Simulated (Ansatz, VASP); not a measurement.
# SiNi3: VASP beside Ansatz

```
Si Ni
1.0
     3.50627    0.00000    0.00000
     0.00000    3.50627    0.00000
     0.00000    0.00000    3.50627
Si Ni
1 3
Direct
  0.00000 0.00000 0.00000
  0.00000 0.50000 0.50000
  0.50000 0.00000 0.50000
  0.50000 0.50000 0.00000
```

Alike in both runs: task relaxation of cell and atoms; functional PBE; dispersion D3(BJ); k mesh 12 × 12 × 12; occupations gaussian, width 0.1 eV; no spin polarisation.

```csv
,VASP,Ansatz
version,VASP 6.6.1,Ansatz 0.2.0
potentials or method,"VASP PAW PBE potentials, release 64 (Si, Ni), cutoff 600 eV","scalar-relativistic, plane waves, PAW"
valence electrons in the cell,34,58
```

|  | VASP | Ansatz | Ansatz less VASP |
| --- | --- | --- | --- |
| gap on the k mesh at the Fermi level, each at its own relaxed structure (eV) | none | none | - |
| relaxed volume (Å³/atom) | 10.41 | 10.40 | -0.003 |
| relaxed length of the cell vector where the two differ most in proportion (Å) | 3.466 | 3.465 | -0.0003 |

A gap of «none» marks a metal or a gap that the smearing closes. VASP's potentials hold 34 valence electrons a cell and Ansatz's 58, so a difference there can come from the potentials and not from the codes.
